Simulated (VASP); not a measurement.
# CaSn2 (Fm-3m) in VASP: further runs

Runs on CaSn2. Level: PBE. Tasks: single point, relaxation of cell and atoms.

Everything below comes from runs of VASP 6.6.1. Logs are shortened: lines on timing, memory, paths and dates and some standing lists are left out, and cuts for length are marked.

### Step 1. The cell of the first run

It takes space group Fm-3m (No. 225, cubic). The conventional cell has a = 7.313 Å, b = 7.313 Å, c = 7.313 Å, α = 90.00°, β = 90.00°, γ = 90.00°. Within 4.2 Å of Ca (site symmetry m-3m) lie 8 Sn at 3.17 Å. Within 4.2 Å of Sn (site symmetry -43m) lie 4 Ca at 3.17 Å and 6 Sn at 3.66 Å.

### Step 2. Single point, PBE

The input, INCAR:

```
PREC = Accurate
ENCUT = 520
EDIFF = 1E-6
ISMEAR = 0
SIGMA = 0.1
LREAL = False
LASPH = True
NELM = 60
ALGO = Normal
ISIF = 2
LWAVE = False
LCHARG = False
GGA = PE
NBANDS = 26
```

The input, KPOINTS:

```
regular mesh
0
Gamma
  4 4 4
```

The input, POSCAR:

```
CaSn2
1.0
    0.0000000000      3.6563812782      3.6563812782
    3.6563812782      0.0000000000      3.6563812782
    3.6563812782      3.6563812782      0.0000000000
Ca Sn
1 2
Direct
    0.0000000000      0.0000000000      0.0000000000
    0.2500000000      0.2500000000      0.2500000000
    0.7500000000      0.7500000000      0.7500000000
```

Potentials or basis: VASP PAW PBE potentials, release 64 (Ca_sv, Sn_d).

On the command line:

```console
$ cat potpaw_PBE.64/Ca_sv/POTCAR potpaw_PBE.64/Sn_d/POTCAR > POTCAR
$ mpirun -np 1 vasp_std > vasp.out
```

OUTCAR:

```text
PREC = Accurate
   ENCUT = 520
   EDIFF = 1E-6
   ISMEAR = 0
   LREAL = False
   LASPH = True
   NELM = 60
   ISIF = 2
   GGA = PE

 ion  position               nearest neighbor table
   1  0.000  0.000  0.000-   3 3.17   3 3.17   3 3.17   2 3.17   3 3.17   2 3.17   2 3.17   2 3.17

   2  0.250  0.250  0.250-   1 3.17   1 3.17   1 3.17   1 3.17   3 3.66   3 3.66   3 3.66   3 3.66
                             3 3.66   3 3.66
   3  0.750  0.750  0.750-   1 3.17   1 3.17   1 3.17   1 3.17   2 3.66   2 3.66   2 3.66   2 3.66
                             2 3.66   2 3.66

  LATTYP: Found a face centered cubic cell.
 ALAT       =     7.3127625564

  Lattice vectors:

 A1 = (   0.0000000000,   3.6563812782,   3.6563812782)
 A2 = (   3.6563812782,   0.0000000000,   3.6563812782)
 A3 = (   3.6563812782,   3.6563812782,   0.0000000000)

Analysis of symmetry for initial positions (statically):
=====================================================================
 Subroutine PRICEL returns:
 Original cell was already a primitive cell.

 Routine SETGRP: Setting up the symmetry group for a
 face centered cubic supercell.

 Subroutine GETGRP returns: Found 48 space group operations
 (whereof 48 operations were pure point group operations)
 out of a pool of 48 trial point group operations.

The static configuration has the point symmetry O_h .

Analysis of symmetry for dynamics (positions and initial velocities):
=====================================================================
 Subroutine PRICEL returns:
 Original cell was already a primitive cell.

 Routine SETGRP: Setting up the symmetry group for a
 face centered cubic supercell.

 Subroutine GETGRP returns: Found 48 space group operations
 (whereof 48 operations were pure point group operations)
 out of a pool of 48 trial point group operations.

The dynamic configuration has the point symmetry O_h .

 Subroutine INISYM returns: Found 48 space group operations
 (whereof 48 operations are pure point group operations),
 and found     1 'primitive' translations

----------------------------------------------------------------------------------------

                                     Primitive cell

  volume of cell :      97.7652

  direct lattice vectors                    reciprocal lattice vectors
     0.000000000  3.656381278  3.656381278    -0.136747227  0.136747227  0.136747227
     3.656381278  0.000000000  3.656381278     0.136747227 -0.136747227  0.136747227
     3.656381278  3.656381278  0.000000000     0.136747227  0.136747227 -0.136747227

  length of vectors
     5.170903993  5.170903993  5.170903993     0.236853145  0.236853145  0.236853145

  position of ions in fractional coordinates (direct lattice)
     0.000000000  0.000000000  0.000000000
     0.250000000  0.250000000  0.250000000
     0.750000000  0.750000000  0.750000000

  ion indices of the primitive-cell ions
   primitive index   ion index
                 1           1
                 2           2
                 3           3

----------------------------------------------------------------------------------------

 KPOINTS: regular mesh

Automatic generation of k-mesh.
 Grid dimensions read from file:
 generate k-points for:    4    4    4

 Generating k-lattice:

  Cartesian coordinates                     Fractional coordinates (reciprocal lattice)
    -0.034186807  0.034186807  0.034186807     0.250000000  0.000000000  0.000000000
     0.034186807 -0.034186807  0.034186807     0.000000000  0.250000000  0.000000000
     0.034186807  0.034186807 -0.034186807     0.000000000  0.000000000  0.250000000

  Length of vectors
     0.059213286  0.059213286  0.059213286

  Shift w.r.t. Gamma in fractional coordinates (k-lattice)
     0.000000000  0.000000000  0.000000000

 Subroutine IBZKPT returns following result:
 ===========================================

 Found      8 irreducible k-points:

 Following reciprocal coordinates:
            Coordinates               Weight
  0.000000  0.000000  0.000000      1.000000
  0.250000  0.000000  0.000000      8.000000
  0.500000  0.000000  0.000000      4.000000
  0.250000  0.250000  0.000000      6.000000
  0.500000  0.250000  0.000000     24.000000
 -0.250000  0.250000  0.000000     12.000000
  0.500000  0.500000  0.000000      3.000000
 -0.250000  0.500000  0.250000      6.000000
   k-points           NKPTS =      8   k-points in BZ     NKDIM =      8   number of bands    NBANDS=     26
   number of dos      NEDOS =    301   number of ions     NIONS =      3
   total plane-waves  NPLWV =  64000
   dimension x,y,z NGX =    40 NGY =   40 NGZ =   40
   dimension x,y,z NGXF=    80 NGYF=   80 NGZF=   80
   ions per type =               1   2
   NGX,Y,Z   is equivalent  to a cutoff of  12.86, 12.86, 12.86 a.u.
   NGXF,Y,Z  is equivalent  to a cutoff of  25.72, 25.72, 25.72 a.u.
 SYSTEM =  unknown system
   PREC   = accura    normal or accurate (medium, high low for compatibility)
   ISTART =      0    job   : 0-new  1-cont  2-samecut
   ICHARG =      2    charge: 1-file 2-atom 10-const
   ISPIN  =      1    spin polarized calculation?
   LNONCOLLINEAR =      F non collinear calculations
   LSORBIT =      F    spin-orbit coupling
   LASPH  =      T    aspherical Exc in radial PAW
   ENCUT  =  520.0 eV  38.22 Ry    6.18 a.u.   9.61  9.61  9.61*2*pi/ulx,y,z
   NELM   =     60;   NELMIN=  2; NELMDL= -5     # of ELM steps
   EDIFF  = 0.1E-05   stopping-criterion for ELM
   LREAL  =      F    real-space projection
   EDIFFG = 0.1E-04   stopping-criterion for IOM
   NSW    =      0    number of steps for IOM
   IBRION =     -1    ionic relax: 0-MD 1-quasi-New 2-CG
   NFREE  =      0    steps in history (QN), initial steepest desc. (CG)
   ISIF   =      2    stress and relaxation
   ISYM   =      2    0-nonsym 1-usesym 2-fastsym
   POTIM  = 0.5000    time-step for ionic-motion
   TEBEG  =    0.0;   TEEND  =   0.0 temperature during run
   PSTRESS=    0.0 pullay stress
   NELECT =      38.0000    total number of electrons
   NUPDOWN=      -1.0000    fix difference up-down
   EMIN   =  10.00;   EMAX   =-10.00  energy-range for DOS
   EFERMI =   0.00;   METHOD = LEGACY
   ISMEAR =     0;   SIGMA  =   0.10  broadening in eV -4-tet -1-fermi 0-gaus
   EFERMI_NEDOS =   21; number of points for ismear=-14 and -15
   IALGO  =     38    algorithm
   IMIX   =      4    mixing-type and parameters
     AMIX     =   0.40;   BMIX     =  1.00
     AMIX_MAG =   1.60;   BMIX_MAG =  1.00
  volume/ion in A,a.u.               =      32.59       219.92
  Fermi-wavevector in a.u.,A,eV,Ry     =   1.194743  2.257737 19.421109  1.427411
  Thomas-Fermi vector in A             =   2.330726
   LORBIT       =      0    0 simple, 1 ext, 2 COOP (PROOUT), +10 PAW based schemes
   GGA     = PE    functional components
   LHFCALC =     F    Hartree Fock is set to
   AEXX    =    0.0000 exact exchange contribution
   IVDW    =     0    specifies the selected vdW correction
   LEPSILON=     F    determine dielectric tensor
   LRPA    =     F    only Hartree local field effects (RPA)
 non-spin polarized calculation
 Gauss-broadening in eV      SIGMA  =   0.10
  energy-cutoff  :      520.00
  volume of cell :       97.77
 maximum number of plane-waves:      2685
 NGX is ok and might be reduce to    40
   NGX = 19   NGY = 19   NGZ = 19

 number of electron      37.9999988 magnetization

 Free energy of the ion-electron system (eV)
  ---------------------------------------------------
  ext. energy  EPLUGINS =         0.00000000
  ---------------------------------------------------
  free energy    TOTEN  =       -10.03317103 eV

  energy without entropy =      -10.01841638  energy(sigma->0) =      -10.02579371

 E-fermi :   4.5619     XC(G=0):  -9.0376

 val. band max:        4.5538772535   @ k =  -0.2500   0.2500   0.0000
 cond. band min:       4.6983574749   @ k =  -0.2500   0.5000   0.2500
 fundamental gap:      0.1444802214
 Fermi energy:         4.5619295339

 k-point     1 :       0.0000    0.0000    0.0000
  band No.  band energies     occupation
      1     -36.2538      2.00000
      2     -17.3715      2.00000
      3     -17.3715      2.00000
      4     -17.3715      2.00000
      5     -16.5932      2.00000
      6     -16.5932      2.00000
[... 18 lines left out ...]
     25       9.0722      0.00000
     26       9.0722      0.00000

 k-point     2 :       0.2500    0.0000    0.0000
  band No.  band energies     occupation
      1     -36.2537      2.00000
      2     -17.3667      2.00000
      3     -17.3667      2.00000
      4     -17.3546      2.00000
      5     -16.5777      2.00000
      6     -16.5777      2.00000
[... 18 lines left out ...]
     25       8.4110      0.00000
     26       9.9597      0.00000

 k-point     3 :       0.5000    0.0000    0.0000
  band No.  band energies     occupation
      1     -36.2535      2.00000
      2     -17.3618      2.00000
      3     -17.3618      2.00000
      4     -17.3373      2.00000
      5     -16.5608      2.00000
      6     -16.5595      2.00000
[... 18 lines left out ...]
     25       9.3638      0.00000
     26      10.6556      0.00000

 k-point     4 :       0.2500    0.2500    0.0000
  band No.  band energies     occupation
      1     -36.2536      2.00000
      2     -17.3612      2.00000
      3     -17.3612      2.00000
      4     -17.3573      2.00000
      5     -16.5916      2.00000
      6     -16.5643      2.00000
[... 18 lines left out ...]
     25       9.4718      0.00000
     26       9.4774      0.00000

 k-point     5 :       0.5000    0.2500    0.0000
  band No.  band energies     occupation
      1     -36.2535      2.00000
      2     -17.3565      2.00000
      3     -17.3541      2.00000
      4     -17.3424      2.00000
      5     -16.5758      2.00000
      6     -16.5700      2.00000
[... 18 lines left out ...]
     25       9.5192      0.00000
     26      10.2859      0.00000

 k-point     6 :      -0.2500    0.2500    0.0000
  band No.  band energies     occupation
      1     -36.2535      2.00000
      2     -17.3621      2.00000
      3     -17.3538      2.00000
      4     -17.3458      2.00000
      5     -16.5742      2.00000
      6     -16.5696      2.00000
[... 18 lines left out ...]
     25       8.9631      0.00000
     26      10.1925      0.00000

 k-point     7 :       0.5000    0.5000    0.0000
  band No.  band energies     occupation
      1     -36.2534      2.00000
      2     -17.3512      2.00000
      3     -17.3512      2.00000
      4     -17.3419      2.00000
      5     -16.5900      2.00000
      6     -16.5819      2.00000
[... 18 lines left out ...]
     25       9.5865      0.00000
     26      10.5351      0.00000

 k-point     8 :      -0.2500    0.5000    0.2500
  band No.  band energies     occupation
      1     -36.2534      2.00000
      2     -17.3514      2.00000
      3     -17.3465      2.00000
      4     -17.3465      2.00000
      5     -16.5708      2.00000
      6     -16.5694      2.00000
[... 18 lines left out ...]
     25       9.4864      0.00000
     26       9.4864      0.00000

------------------------ aborting loop because EDIFF is reached ----------------------------------------

  FORCE on cell =-STRESS in cart. coord.  units (eV):
  Direction    XX          YY          ZZ          XY          YZ          ZX
  --------------------------------------------------------------------------------------
  -------------------------------------------------------------------------------------
  Total       -0.0447622     -0.0447622     -0.0447622     -0.0000000     -0.0000000      0.0000000
  in kB       -0.7335630     -0.7335630     -0.7335630     -0.0000000     -0.0000000      0.0000000
  external PRESSURE =      -0.7335630 kB  Pullay stress =       0.0000000 kB

 VOLUME and BASIS-vectors are now :
 -----------------------------------------------------------------------------
  energy-cutoff  :      520.00
  volume of cell :       97.77
      direct lattice vectors                 reciprocal lattice vectors
     0.000000000  3.656381278  3.656381278    -0.136747227  0.136747227  0.136747227
     3.656381278  0.000000000  3.656381278     0.136747227 -0.136747227  0.136747227
     3.656381278  3.656381278  0.000000000     0.136747227  0.136747227 -0.136747227

 POSITION                                       TOTAL-FORCE (eV/Angst)
 -----------------------------------------------------------------------------------
      0.00000      0.00000      0.00000        -0.000000     -0.000000      0.000000
      1.82819      1.82819      1.82819        -0.000000     -0.000000      0.000000
      5.48457      5.48457      5.48457         0.000000      0.000000     -0.000000
 -----------------------------------------------------------------------------------
    total drift:                               -0.000000     -0.000000      0.000000

  FREE ENERGIE OF THE ION-ELECTRON SYSTEM (eV)
  ---------------------------------------------------
  free  energy   TOTEN  =       -10.0331710296 eV

  energy  without entropy=      -10.0184163805  energy(sigma->0) =      -10.02579371
```

Wall time 35 s (1 thread of Intel Xeon Platinum 8488C (Sapphire Rapids), shared host); peak memory 0.23 GiB.

What came out:

```
Free energy            : -10.0332 eV
Pressure               : -0.1 GPa
Band gap on the k mesh : zero (bands 19 and 20 overlap by 0.14 eV)
```

Caveat: the k points lie up to 0.37 Å⁻¹ apart; spin-orbit coupling is left out, which moves the levels of the heavy elements.

(Part 1 of 2 ends here.)

The gap in the log of VASP goes by the Fermi energy; the results here count the filled bands.